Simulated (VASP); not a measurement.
# Ba3Ti3BH3O9 in VASP: a series of runs

The runs below take Ba3Ti3BH3O9 through single point, with PBE.

All numbers are computed with VASP 6.6.1; they aren't measurements. Logs are shortened: lines on timing, memory, paths and dates and some standing lists are left out, and cuts for length are marked.

## (1) The cell of the first run

The cell holds a slab with vacuum, 19 atoms: a = 5.657 Å, b = 5.657 Å, c = 16.703 Å, α = 90.00°, β = 90.00°, γ = 120.00°.

## (2) Single point, PBE

File INCAR:

```
SYSTEM = Ba3Ti3BH3O9
ALGO = Normal
EDIFF = 1E-6
ENCUT = 520
GGA = PE
ISIF = 2
ISMEAR = 0
LASPH = .TRUE.
LCHARG = .FALSE.
LREAL = Auto
LWAVE = .FALSE.
NBANDS = 78
NELM = 100
PREC = Accurate
SIGMA = 0.02
```

File KPOINTS:

```
k-points
0
G
  3 3 1
  0 0 0
```

File POSCAR:

```
Ba3Ti3BH3O9
1.0
    5.6572970000      0.0000000000      0.0000000000
   -2.8286490000      4.8993630000      0.0000000000
    0.0000000000      0.0000000000     16.7026380000
Ba Ti O B H
3 3 9 1 3
Direct
    0.0000000000      0.0000000000      0.0598708000
    0.6669711419      0.3335143969      0.1772729144
    0.3368035380      0.6684421734      0.3423225284
    0.3333333000      0.6666667000      0.1236235000
   -0.0089329351     -0.0033446986      0.2714300749
    0.6916269492      0.3466286405      0.4124978448
    0.4970667000      0.9941333000      0.0649660000
    0.0058667000      0.5029333000      0.0649660000
    0.4970667000      0.5029333000      0.0649660000
    0.1688644954      0.3290992531      0.2245522102
    0.6747675019      0.8356125222      0.2183833100
    0.1718856181      0.8440604927      0.2251068428
    0.8333961706      0.6646351111      0.3668962583
    0.3203541705      0.1702998370      0.3904775400
    0.8169406555      0.1574397356      0.3647468642
    0.2571188211      0.1845469208      0.4767933976
    0.1867834325      0.3556987289      0.4911486723
    0.1127202145     -0.0337918359      0.5089441725
    0.4938199919      0.2832128413      0.5130971318
```

Potentials or basis: VASP PAW PBE potentials, release 64 (Ba_sv, Ti_sv, O, B, H).

Command:

```console
> cat potpaw_PBE.64/Ba_sv/POTCAR potpaw_PBE.64/Ti_sv/POTCAR potpaw_PBE.64/O/POTCAR potpaw_PBE.64/B/POTCAR potpaw_PBE.64/H/POTCAR > POTCAR
> mpirun -np 1 vasp_std > vasp.out
```

OUTCAR:

```text
SYSTEM = Ba3Ti3BH3O9
   EDIFF = 1E-6
   ENCUT = 520
   GGA = PE
   ISIF = 2
   ISMEAR = 0
   LASPH = .TRUE.
   LREAL = Auto
   NELM = 100
   PREC = Accurate

 ion  position               nearest neighbor table
   1  0.000  0.000  0.060-   7 2.83   8 2.83   9 2.83   9 2.83   7 2.83   8 2.83  11 3.09  10 3.19
                            12 3.19   4 3.44   4 3.44   4 3.44   5 3.53   2 3.81   2 3.81   2 3.81
   2  0.667  0.334  0.177-   8 2.51   9 2.51   7 2.51  12 2.90  11 2.90  10 2.91  11 2.92  10 2.96
                            12 2.98   4 3.39   4 3.39   4 3.39   5 3.60   5 3.61   5 3.67   1 3.81
   3  0.337  0.668  0.342-  12 2.57  10 2.58  11 2.65  15 2.77  13 2.85  13 2.87  14 2.89  15 2.94
                            14 3.00   6 3.37  16 3.39   5 3.42   5 3.50   5 3.51   6 3.52   6 3.52
   4  0.333  0.667  0.124-   8 1.88   7 1.88   9 1.88  11 2.30  10 2.36  12 2.37   2 3.39   2 3.39
                             2 3.39   1 3.44   1 3.44   1 3.44   3 3.65
   5  0.991  0.997  0.271-  11 1.79  10 1.81  12 1.81  15 2.26  13 2.28   3 3.42   3 3.50   3 3.51
                             1 3.53   2 3.60   2 3.61   2 3.67
   6  0.692  0.347  0.412-  13 1.74  15 1.74  14 1.86  16 2.40   3 3.37   3 3.52   3 3.52
   7  0.497  0.994  0.065-   4 1.88   2 2.51   1 2.83   1 2.83
   8  0.006  0.503  0.065-   4 1.88   2 2.51   1 2.83   1 2.83
   9  0.497  0.503  0.065-   4 1.88   2 2.51   1 2.83   1 2.83
  10  0.169  0.329  0.225-   5 1.81   4 2.36   3 2.58   2 2.91   2 2.96   1 3.19
  11  0.675  0.836  0.218-   5 1.79   4 2.30   3 2.65   2 2.90   2 2.92   1 3.09
  12  0.172  0.844  0.225-   5 1.81   4 2.37   3 2.57   2 2.90   2 2.98   1 3.19
  13  0.833  0.665  0.367-   6 1.74   5 2.28   3 2.85   3 2.87
  14  0.320  0.170  0.390-  16 1.50   6 1.86   3 2.89   3 3.00
  15  0.817  0.157  0.365-   6 1.74   5 2.26   3 2.77   3 2.94
  16  0.257  0.185  0.477-  18 1.21  17 1.24  19 1.31  14 1.50   6 2.40   3 3.39
  17  0.187  0.356  0.491-  16 1.24
  18  0.113  0.966  0.509-  16 1.21
  19  0.494  0.283  0.513-  16 1.31

  LATTYP: Found a hexagonal cell.
 ALAT       =     5.6572970000
 C/A-ratio  =     2.9524060695

  Lattice vectors:

 A1 = (   5.6572970000,   0.0000000000,   0.0000000000)
 A2 = (  -2.8286490000,   4.8993630000,   0.0000000000)
 A3 = (   0.0000000000,   0.0000000000,  16.7026380000)

Analysis of symmetry for initial positions (statically):
=====================================================================
 Subroutine PRICEL returns:
 Original cell was already a primitive cell.

 Routine SETGRP: Setting up the symmetry group for a
 hexagonal supercell.

 Subroutine GETGRP returns: Found  1 space group operations
 (whereof  1 operations were pure point group operations)
 out of a pool of 24 trial point group operations.

The static configuration has the point symmetry C_1 .

Analysis of symmetry for dynamics (positions and initial velocities):
=====================================================================
 Subroutine PRICEL returns:
 Original cell was already a primitive cell.

 Routine SETGRP: Setting up the symmetry group for a
 hexagonal supercell.

 Subroutine GETGRP returns: Found  1 space group operations
 (whereof  1 operations were pure point group operations)
 out of a pool of 24 trial point group operations.

The dynamic configuration has the point symmetry C_1 .

 Subroutine INISYM returns: Found  1 space group operations
 (whereof  1 operations are pure point group operations),
 and found     1 'primitive' translations

----------------------------------------------------------------------------------------

                                     Primitive cell

  volume of cell :     462.9495

  direct lattice vectors                    reciprocal lattice vectors
     5.657297000  0.000000000  0.000000000     0.176762860  0.102054101  0.000000000
    -2.828649000  4.899363000  0.000000000     0.000000000  0.204108167  0.000000000
     0.000000000  0.000000000 16.702638000     0.000000000  0.000000000  0.059870782

  length of vectors
     5.657297000  5.657297320 16.702638000     0.204108178  0.204108167  0.059870782

  position of ions in fractional coordinates (direct lattice)
     0.000000000  0.000000000  0.059870800
     0.666971142  0.333514397  0.177272914
     0.336803538  0.668442173  0.342322528
     0.333333300  0.666666700  0.123623500
     0.991067065  0.996655301  0.271430075
     0.691626949  0.346628641  0.412497845
[... 11 lines left out ...]
     0.112720215  0.966208164  0.508944173
     0.493819992  0.283212841  0.513097132

  ion indices of the primitive-cell ions
   primitive index   ion index
                 1           1
                 2           2
                 3           3
                 4           4
                 5           5
                 6           6
[... 11 lines left out ...]
                18          18
                19          19

----------------------------------------------------------------------------------------

 KPOINTS: k-points

Automatic generation of k-mesh.
 Grid dimensions read from file:
 generate k-points for:    3    3    1

 Generating k-lattice:

  Cartesian coordinates                     Fractional coordinates (reciprocal lattice)
     0.058920953  0.034018034  0.000000000     0.333333333  0.000000000  0.000000000
     0.000000000  0.068036056  0.000000000     0.000000000  0.333333333  0.000000000
     0.000000000  0.000000000  0.059870782     0.000000000  0.000000000  1.000000000

  Length of vectors
     0.068036059  0.068036056  0.059870782

  Shift w.r.t. Gamma in fractional coordinates (k-lattice)
     0.000000000  0.000000000  0.000000000

 Subroutine IBZKPT returns following result:
 ===========================================

 Found      5 irreducible k-points:

 Following reciprocal coordinates:
            Coordinates               Weight
  0.000000  0.000000  0.000000      1.000000
  0.333333 -0.000000  0.000000      2.000000
  0.000000  0.333333  0.000000      2.000000
 -0.333333  0.333333  0.000000      2.000000
  0.333333  0.333333  0.000000      2.000000
   k-points           NKPTS =      5   k-points in BZ     NKDIM =      5   number of bands    NBANDS=     78
   number of dos      NEDOS =    301   number of ions     NIONS =     19
   total plane-waves  NPLWV = 222264
   dimension x,y,z NGX =    42 NGY =   42 NGZ =  126
   dimension x,y,z NGXF=    84 NGYF=   84 NGZF=  252
   ions per type =               3   3   9   1   3
   NGX,Y,Z   is equivalent  to a cutoff of  12.34, 12.34, 12.54 a.u.
   NGXF,Y,Z  is equivalent  to a cutoff of  24.68, 24.68, 25.08 a.u.
 SYSTEM =  Ba3Ti3BH3O9
   PREC   = accura    normal or accurate (medium, high low for compatibility)
   ISTART =      0    job   : 0-new  1-cont  2-samecut
   ICHARG =      2    charge: 1-file 2-atom 10-const
   ISPIN  =      1    spin polarized calculation?
   LNONCOLLINEAR =      F non collinear calculations
   LSORBIT =      F    spin-orbit coupling
   LASPH  =      T    aspherical Exc in radial PAW
   ENCUT  =  520.0 eV  38.22 Ry    6.18 a.u.  10.52 10.52 31.06*2*pi/ulx,y,z
   NELM   =    100;   NELMIN=  2; NELMDL= -5     # of ELM steps
   EDIFF  = 0.1E-05   stopping-criterion for ELM
   LREAL  =      T    real-space projection
   EDIFFG = 0.1E-04   stopping-criterion for IOM
   NSW    =      0    number of steps for IOM
   IBRION =     -1    ionic relax: 0-MD 1-quasi-New 2-CG
   NFREE  =      0    steps in history (QN), initial steepest desc. (CG)
   ISIF   =      2    stress and relaxation
   ISYM   =      2    0-nonsym 1-usesym 2-fastsym
   POTIM  = 0.5000    time-step for ionic-motion
   TEBEG  =    0.0;   TEEND  =   0.0 temperature during run
   PSTRESS=    0.0 pullay stress
   NELECT =     126.0000    total number of electrons
   NUPDOWN=      -1.0000    fix difference up-down
   EMIN   =  10.00;   EMAX   =-10.00  energy-range for DOS
   EFERMI =   0.00;   METHOD = LEGACY
   ISMEAR =     0;   SIGMA  =   0.02  broadening in eV -4-tet -1-fermi 0-gaus
   EFERMI_NEDOS =   21; number of points for ismear=-14 and -15
   IALGO  =     38    algorithm
   IMIX   =      4    mixing-type and parameters
     AMIX     =   0.40;   BMIX     =  1.00
     AMIX_MAG =   1.60;   BMIX_MAG =  1.00
  volume/ion in A,a.u.               =      24.37       164.43
  Fermi-wavevector in a.u.,A,eV,Ry     =   1.060931  2.004869 15.314371  1.125575
  Thomas-Fermi vector in A             =   2.196329
   LORBIT       =      0    0 simple, 1 ext, 2 COOP (PROOUT), +10 PAW based schemes
   GGA     = PE    functional components
   LHFCALC =     F    Hartree Fock is set to
   AEXX    =    0.0000 exact exchange contribution
   IVDW    =     0    specifies the selected vdW correction
   LEPSILON=     F    determine dielectric tensor
   LRPA    =     F    only Hartree local field effects (RPA)
 non-spin polarized calculation
 Gauss-broadening in eV      SIGMA  =   0.02
  energy-cutoff  :      520.00
  volume of cell :      462.95
 maximum number of plane-waves:     12472
 NGX is ok and might be reduce to    42
   NGX = 21   NGY = 21   NGZ = 63

 number of electron     125.9999988 magnetization

 Free energy of the ion-electron system (eV)
  ---------------------------------------------------
  ext. energy  EPLUGINS =         0.00000000
  ---------------------------------------------------
  free energy    TOTEN  =      -132.56172201 eV

  energy without entropy =     -132.56172200  energy(sigma->0) =     -132.56172201

 E-fermi :   0.0008     XC(G=0):  -6.1026

 val. band max:       -0.0708714234   @ k =   0.0000   0.0000   0.0000
 cond. band min:       0.0723841211   @ k =   0.0000   0.0000   0.0000
 fundamental gap:      0.1432555445
 Fermi energy:         0.0007573017

 k-point     1 :       0.0000    0.0000    0.0000
  band No.  band energies     occupation
      1     -58.5833      2.00000
      2     -57.6144      2.00000
      3     -56.0059      2.00000
      4     -35.0459      2.00000
      5     -35.0250      2.00000
      6     -34.9533      2.00000
[... 67 lines left out ...]
     74       3.5144      0.00000
     75       3.5498      0.00000

 k-point     2 :       0.3333   -0.0000    0.0000
  band No.  band energies     occupation
      1     -58.5833      2.00000
      2     -57.6144      2.00000
      3     -56.0059      2.00000
      4     -35.0466      2.00000
      5     -35.0251      2.00000
      6     -34.9532      2.00000
[... 67 lines left out ...]
     74       3.5361      0.00000
     75       3.6002      0.00000

 k-point     3 :       0.0000    0.3333    0.0000
  band No.  band energies     occupation
      1     -58.5833      2.00000
      2     -57.6144      2.00000
      3     -56.0059      2.00000
      4     -35.0462      2.00000
      5     -35.0254      2.00000
      6     -34.9532      2.00000
[... 67 lines left out ...]
     74       3.5417      0.00000
     75       3.6275      0.00000

 k-point     4 :      -0.3333    0.3333    0.0000
  band No.  band energies     occupation
      1     -58.5833      2.00000
      2     -57.6144      2.00000
      3     -56.0059      2.00000
      4     -35.0462      2.00000
      5     -35.0255      2.00000
      6     -34.9532      2.00000
[... 67 lines left out ...]
     74       3.5328      0.00000
     75       3.5953      0.00000

 k-point     5 :       0.3333    0.3333    0.0000
  band No.  band energies     occupation
      1     -58.5833      2.00000
      2     -57.6144      2.00000
      3     -56.0059      2.00000
      4     -35.0465      2.00000
      5     -35.0255      2.00000
      6     -34.9532      2.00000
[... 67 lines left out ...]
     74       3.6516      0.00000
     75       3.7971      0.00000
 [bands above 75 left out]

------------------------ aborting loop because EDIFF is reached ----------------------------------------

  FORCE on cell =-STRESS in cart. coord.  units (eV):
  Direction    XX          YY          ZZ          XY          YZ          ZX
  --------------------------------------------------------------------------------------
  -------------------------------------------------------------------------------------
  Total        8.2581194      8.4534979     -2.5452492      0.9093461      0.0029824      0.0611413
  in kB       28.5797270     29.2558933     -8.8086069      3.1470680      0.0103215      0.2115980
  external PRESSURE =      16.3423378 kB  Pullay stress =       0.0000000 kB

 VOLUME and BASIS-vectors are now :
 -----------------------------------------------------------------------------
  energy-cutoff  :      520.00
  volume of cell :      462.95
      direct lattice vectors                 reciprocal lattice vectors
     5.657297000  0.000000000  0.000000000     0.176762860  0.102054101  0.000000000
    -2.828649000  4.899363000  0.000000000     0.000000000  0.204108167  0.000000000
     0.000000000  0.000000000 16.702638000     0.000000000  0.000000000  0.059870782

 POSITION                                       TOTAL-FORCE (eV/Angst)
 -----------------------------------------------------------------------------------
      0.00000      0.00000      1.00000        -0.002942     -0.001398     -1.477252
      2.82986      1.63401      2.96093         0.012289      0.005788      0.397538
      0.01461      3.27494      5.71769         0.011613      0.015490      0.260832
     -0.00000      3.26624      2.06484         0.115133      0.048733     -4.533934
      2.78757      4.88298      4.53360        -0.015212     -0.022016      0.167991
      2.93225      1.69826      6.88980         0.002123     -0.017690      0.166098
[... 11 lines left out ...]
     -2.09537      4.73380      8.50071        -0.003997     -0.007415      0.010021
      1.99258      1.38756      8.57008        -0.001415     -0.001913     -0.002728
 -----------------------------------------------------------------------------------
    total drift:                               -0.008775      0.003187     -0.002456

  FREE ENERGIE OF THE ION-ELECTRON SYSTEM (eV)
  ---------------------------------------------------
  free  energy   TOTEN  =      -132.5617220085 eV

  energy  without entropy=     -132.5617220017  energy(sigma->0) =     -132.56172201
```

Wall time 28 min (1 thread of AMD EPYC, shared host); peak memory 0.55 GiB.

What came out:

| Quantity | Value |
| --- | --- |
| Free energy | -132.5617 eV |
| Largest force | 4.536 eV/Å |
| Band gap on the k mesh | 0.14 eV |

Forces in eV/Å, atoms in the order of the input:
```
Ba  -0.003 -0.001 -1.477
Ba   0.012  0.006  0.398
Ba   0.012  0.015  0.261
Ti   0.115  0.049 -4.534
Ti  -0.015 -0.022  0.168
Ti   0.002 -0.018  0.166
O   -0.033 -1.781  1.815
O    1.494  0.869  1.881
O   -1.571  0.866  1.807
O    0.004  0.001 -0.127
O   -0.013 -0.011 -0.103
O   -0.013  0.005 -0.133
O   -0.005  0.124 -0.069
O   -0.056 -0.046 -0.088
O    0.104 -0.042 -0.059
B   -0.021 -0.007  0.083
H   -0.006  0.000  0.006
H   -0.004 -0.007  0.010
H   -0.001 -0.002 -0.003
```

Caveat: the k points lie up to 0.43 Å⁻¹ apart; spin-orbit coupling is left out, which moves the levels of the heavy elements.

(Part 1 of 2 ends here.)
